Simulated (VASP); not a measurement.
# Sn (I4_1/amd) in VASP: single point with r2SCAN

Aim: the single point of Sn with r2SCAN.

Everything below comes from runs of VASP 6.6.1. Logs are shortened: lines on timing, memory, paths and dates and some standing lists are left out, and cuts for length are marked.

## (1) The cell of the first run

It takes space group I4_1/amd (No. 141, tetragonal). Conventional cell: a = 5.212 Å, b = 5.212 Å, c = 5.211 Å, α = 90.00°, β = 90.00°, γ = 90.00°. Within 3.8 Å of Sn (site symmetry -4m2) lie 4 Sn at 2.91 Å.

## (2) Single point, r2SCAN

The input, POSCAR:

```
Sn
1.0
    0.0000000000      3.6853407124      2.6055358837
    3.6853407124      0.0000000000      2.6055358837
    3.6853407124      3.6853407124      0.0000000000
Sn
2
Direct
    0.5000000000      0.5000000000      0.5000000000
    0.7500000000      0.7500000000      0.7500000000
```

The input, INCAR.step1:

```
PREC     = Accurate       # precision mode
ENCUT    = 520            # plane-wave cutoff, eV
ISMEAR   = 0              # smearing method
SIGMA    = 0.15           # smearing width, eV
LREAL    = False          # projectors in reciprocal space
LASPH    = True           # aspherical terms in the spheres
NELM     = 80             # most SCF steps
NBANDS   = 21             # bands
GGA      = PE             # functional
ALGO     = Normal         # electronic algorithm
EDIFF    = 1E-4           # SCF threshold, eV
LWAVE    = True           # write WAVECAR
LCHARG   = False          # write CHGCAR
```

The input, INCAR.step2:

```
PREC     = Accurate       # precision mode
ENCUT    = 520            # plane-wave cutoff, eV
EDIFF    = 1E-7           # SCF threshold, eV
ISMEAR   = 0              # smearing method
SIGMA    = 0.15           # smearing width, eV
LREAL    = False          # projectors in reciprocal space
LASPH    = True           # aspherical terms in the spheres
NELM     = 80             # most SCF steps
ALGO     = Normal         # electronic algorithm
ISIF     = 2              # what is computed and relaxed
LWAVE    = False          # write WAVECAR
LCHARG   = False          # write CHGCAR
METAGGA  = R2SCAN         # meta-GGA
LMIXTAU  = True         
NBANDS   = 21             # bands
ISTART   = 1
```

The input, KPOINTS:

```
Automatic mesh
0
Gamma
  18 18 18
```

Potentials or basis: VASP PAW PBE potentials, release 64 (Sn_d).

The run is started by

```
$ cat potpaw_PBE.64/Sn_d/POTCAR > POTCAR
$ cp INCAR.step1 INCAR
$ mpirun -np 1 vasp_std > vasp.out
$ cp INCAR.step2 INCAR
$ mpirun -np 1 vasp_std > vasp.out
```

OUTCAR:

```text
PREC = Accurate
   ENCUT = 520
   EDIFF = 1E-7
   ISMEAR = 0
   LREAL = False
   LASPH = True
   NELM = 80
   ISIF = 2
   METAGGA = R2SCAN
   ISTART = 1

 ion  position               nearest neighbor table
   1  0.500  0.500  0.500-   2 2.91   2 2.91   2 2.91   2 2.91
   2  0.750  0.750  0.750-   1 2.91   1 2.91   1 2.91   1 2.91

  LATTYP: Found a body centered tetragonal cell.
 ALAT       =     5.2118588174
 C/A-ratio  =     0.9998489886

  Lattice vectors:

 A1 = (   0.0000000000,  -3.6853407124,  -2.6055358837)
 A2 = (   0.0000000000,   3.6853407124,  -2.6055358837)
 A3 = (   3.6853407124,   0.0000000000,   2.6055358837)

Analysis of symmetry for initial positions (statically):
=====================================================================
 Subroutine PRICEL returns:
 Original cell was already a primitive cell.

 Routine SETGRP: Setting up the symmetry group for a
 body centered tetragonal supercell.

 Subroutine GETGRP returns: Found 16 space group operations
 (whereof  8 operations were pure point group operations)
 out of a pool of 16 trial point group operations.

The static configuration has the point symmetry D_2d.
 The point group associated with its full space group is D_4h.

Analysis of symmetry for dynamics (positions and initial velocities):
=====================================================================
 Subroutine PRICEL returns:
 Original cell was already a primitive cell.

 Routine SETGRP: Setting up the symmetry group for a
 body centered tetragonal supercell.

 Subroutine GETGRP returns: Found 16 space group operations
 (whereof  8 operations were pure point group operations)
 out of a pool of 16 trial point group operations.

The dynamic configuration has the point symmetry D_2d.
 The point group associated with its full space group is D_4h.

 Subroutine INISYM returns: Found 16 space group operations
 (whereof  8 operations are pure point group operations),
 and found     1 'primitive' translations

----------------------------------------------------------------------------------------

                                     Primitive cell

  volume of cell :      70.7754

  direct lattice vectors                    reciprocal lattice vectors
     0.000000000  3.685340712  2.605535884    -0.135672666  0.135672666  0.191899103
     3.685340712  0.000000000  2.605535884     0.135672666 -0.135672666  0.191899103
     3.685340712  3.685340712  0.000000000     0.135672666  0.135672666 -0.191899103

  length of vectors
     4.513374947  4.513374947  5.211858817     0.271365824  0.271365824  0.271365824

[... 79 lines left out ...]
   NELM   =     80;   NELMIN=  2; NELMDL=  0     # of ELM steps
   EDIFF  = 0.1E-06   stopping-criterion for ELM
   LREAL  =      F    real-space projection
   EDIFFG = 0.1E-05   stopping-criterion for IOM
   NSW    =      0    number of steps for IOM
   IBRION =     -1    ionic relax: 0-MD 1-quasi-New 2-CG
   NFREE  =      0    steps in history (QN), initial steepest desc. (CG)
   ISIF   =      2    stress and relaxation
   ISYM   =      2    0-nonsym 1-usesym 2-fastsym
   POTIM  = 0.5000    time-step for ionic-motion
   TEBEG  =    0.0;   TEEND  =   0.0 temperature during run
   PSTRESS=    0.0 pullay stress
   NELECT =      28.0000    total number of electrons
   NUPDOWN=      -1.0000    fix difference up-down
   EMIN   =  10.00;   EMAX   =-10.00  energy-range for DOS
   EFERMI =   0.00;   METHOD = LEGACY
   ISMEAR =     0;   SIGMA  =   0.15  broadening in eV -4-tet -1-fermi 0-gaus
   EFERMI_NEDOS =   21; number of points for ismear=-14 and -15
   IALGO  =     38    algorithm
   IMIX   =      4    mixing-type and parameters
     AMIX     =   0.40;   BMIX     =  1.00
     AMIX_MAG =   1.60;   BMIX_MAG =  1.00
  volume/ion in A,a.u.               =      35.39       238.81
  Fermi-wavevector in a.u.,A,eV,Ry     =   1.201803  2.271079 19.651319  1.444331
  Thomas-Fermi vector in A             =   2.337602
   LORBIT       =      0    0 simple, 1 ext, 2 COOP (PROOUT), +10 PAW based schemes
   METAGGA = R2SCAN    functional components
   LHFCALC =     F    Hartree Fock is set to
   AEXX    =    0.0000 exact exchange contribution
   IVDW    =     0    specifies the selected vdW correction
   LEPSILON=     F    determine dielectric tensor
   LRPA    =     F    only Hartree local field effects (RPA)
 non-spin polarized calculation
 Gauss-broadening in eV      SIGMA  =   0.15
  energy-cutoff  :      520.00
  volume of cell :       70.78
 maximum number of plane-waves:      1926
 NGX is ok and might be reduce to    36
   NGX = 17   NGY = 17   NGZ = 19

 number of electron      28.0000005 magnetization

 Free energy of the ion-electron system (eV)
  ---------------------------------------------------
  ext. energy  EPLUGINS =         0.00000000
  ---------------------------------------------------
  free energy    TOTEN  =       -49.13890669 eV

  energy without entropy =      -49.13271392  energy(sigma->0) =      -49.13581030

 E-fermi :   5.0580     XC(G=0):  -9.5218

 val. band max:        5.0492398007   @ k =  -0.1111   0.0000   0.0556
 cond. band min:       5.0589118101   @ k =   0.3333   0.0000   0.0000
 fundamental gap:      0.0096720094
 Fermi energy:         5.0579505388

 k-point     1 :       0.0000    0.0000    0.0000
  band No.  band energies     occupation
      1     -17.1782      2.00000
      2     -17.0653      2.00000
      3     -17.0537      2.00000
      4     -17.0537      2.00000
      5     -17.0173      2.00000
      6     -16.8929      2.00000
[... 565 lines left out ...]
     20      11.8649      0.00000
     21      13.1917      0.00000

 [... further k-points ...]

------------------------ aborting loop because EDIFF is reached ----------------------------------------

  FORCE on cell =-STRESS in cart. coord.  units (eV):
  Direction    XX          YY          ZZ          XY          YZ          ZX
  --------------------------------------------------------------------------------------
  -------------------------------------------------------------------------------------
  Total       -1.3553543     -1.3553543      0.7007406      0.0000000      0.0000000      0.0000000
  in kB      -30.6818167    -30.6818167     15.8630079      0.0000000      0.0000000      0.0000000
  external PRESSURE =     -15.1668751 kB  Pullay stress =       0.0000000 kB

 VOLUME and BASIS-vectors are now :
 -----------------------------------------------------------------------------
  energy-cutoff  :      520.00
  volume of cell :       70.78
      direct lattice vectors                 reciprocal lattice vectors
     0.000000000  3.685340712  2.605535884    -0.135672666  0.135672666  0.191899103
     3.685340712  0.000000000  2.605535884     0.135672666 -0.135672666  0.191899103
     3.685340712  3.685340712  0.000000000     0.135672666  0.135672666 -0.191899103

 POSITION                                       TOTAL-FORCE (eV/Angst)
 -----------------------------------------------------------------------------------
      3.68534      3.68534      2.60554        -0.000000     -0.000000     -0.000000
      5.52801      5.52801      3.90830         0.000000      0.000000      0.000000
 -----------------------------------------------------------------------------------
    total drift:                                0.000000      0.000000      0.000000

  FREE ENERGIE OF THE ION-ELECTRON SYSTEM (eV)
  ---------------------------------------------------
  free  energy   TOTEN  =       -49.1389066874 eV

  energy  without entropy=      -49.1327139174  energy(sigma->0) =      -49.13581030
```

OUTCAR.step1:

```text
PREC = Accurate
   ENCUT = 520
   ISMEAR = 0
   LREAL = False
   LASPH = True
[... 801 lines left out ...]
      3.68534      3.68534      2.60554         0.000000      0.000000     -0.000000
      5.52801      5.52801      3.90830        -0.000000     -0.000000      0.000000
 -----------------------------------------------------------------------------------
    total drift:                                0.000000      0.000000      0.000000

  FREE ENERGIE OF THE ION-ELECTRON SYSTEM (eV)
  ---------------------------------------------------
  free  energy   TOTEN  =        -7.4093633778 eV

  energy  without entropy=       -7.4021162511  energy(sigma->0) =       -7.40573981
```

Wall time 87 min (1 thread of Oxide Virtual Turin-like, shared host); peak memory 0.61 GiB.

What came out:

* Free energy: -49.1389 eV
* Pressure: -1.5 GPa
* Band gap on the k mesh: zero (bands 14 and 15 overlap by 1.40 eV)

Caveat: the PAW data sets were made with another functional, which shifts forces and pressure a little; spin-orbit coupling is left out, which moves the levels of the heavy elements.
